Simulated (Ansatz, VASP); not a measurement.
Zn4HO4: VASP beside Ansatz

```xyz
9
Lattice="5.6099 0.0000 0.0000 0.0000 5.6099 0.0000 0.0000 0.0000 3.2790" Properties=species:S:1:pos:R:3 pbc="T T T"
Zn    1.0189    1.0189    1.6395
Zn    4.5910    4.5910    1.6395
Zn    3.8238    1.7860    0.0000
Zn    1.7860    3.8238    0.0000
O     4.5915    1.0184    1.6395
O     1.0184    4.5915    1.6395
O     3.8233    3.8233    0.0000
O     1.7866    1.7866    0.0000
H     5.6094   -0.3177    1.2296
```

Alike in both runs: task single point; functional PBE; k mesh 4 × 4 × 8; occupations gaussian, width 0.05 eV; no spin polarisation.

```csv
,VASP,Ansatz
version,VASP 6.6.1,Ansatz 0.2.0
potentials or method,"VASP PAW PBE potentials, release 64 (Zn, O, H), cutoff 520 eV","scalar-relativistic, plane waves, PAW"
valence electrons in the cell,73,73
```

VASP gave:

- gap on the k mesh at the Fermi level (eV): none
- pressure (GPa): 13.4
- traceless stress, the component that is largest in VASP (GPa): 6.31
- rms of the force components (eV/Å): 1.894

Q: What did Ansatz give for the same quantities?

A: gap on the k mesh at the Fermi level (eV): none; pressure (GPa): 12.4; traceless stress, the component that is largest in VASP (GPa): 6.24; rms of the force components (eV/Å): 1.858.

Atom by atom the forces differ by 0.040 eV/Å (rms over components). A gap of «none» marks a metal or a gap that the smearing closes.
